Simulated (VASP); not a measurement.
A run of VASP 6.6.1 is set up as follows.

The input INCAR:

```
ALGO = Normal
EDIFF = 1E-6
ENCUT = 520
GGA = PE
ISIF = 2
ISMEAR = 0
IVDW = 12
LASPH = True
LCHARG = False
LREAL = False
LWAVE = False
NBANDS = 16
NELM = 100
PREC = Accurate
SIGMA = 0.05
```

The input KPOINTS:

```
k-points
0
Gamma
  12 12 4
```

POSCAR

```
BN
1.0
    2.4779257386      0.0000000000      0.0000000000
   -1.2389628693      2.1459466383      0.0000000000
    0.0000000000      0.0000000000      5.4137115389
B N
2 2
Direct
    0.3333333333      0.6666666667      0.2500000000
    0.6666666667      0.3333333333      0.7500000000
    0.3333333333      0.6666666667      0.7500000000
    0.6666666667      0.3333333333      0.2500000000
```

Potentials or basis: VASP PAW PBE potentials, release 64 (B, N).

Run with:

```console
$ cat potpaw_PBE.64/B/POTCAR potpaw_PBE.64/N/POTCAR > POTCAR
$ mpirun -np 1 vasp_std > vasp.out
```

Task: What does it give for the band gap on the k mesh?

Result: 3.94 eV (least direct gap 4.38 eV).

Task: Predict the dispersion energy per atom.

Result: -0.182 eV.

Task: Estimate the pressure.

Result: 16.7 GPa.

Stress tensor (GPa, compression positive):
```
16.82  0.00  0.00
 0.00 16.82  0.00
 0.00  0.00 16.41
```

Caveat: the cell stands under pressure. A k mesh can miss the band edges.
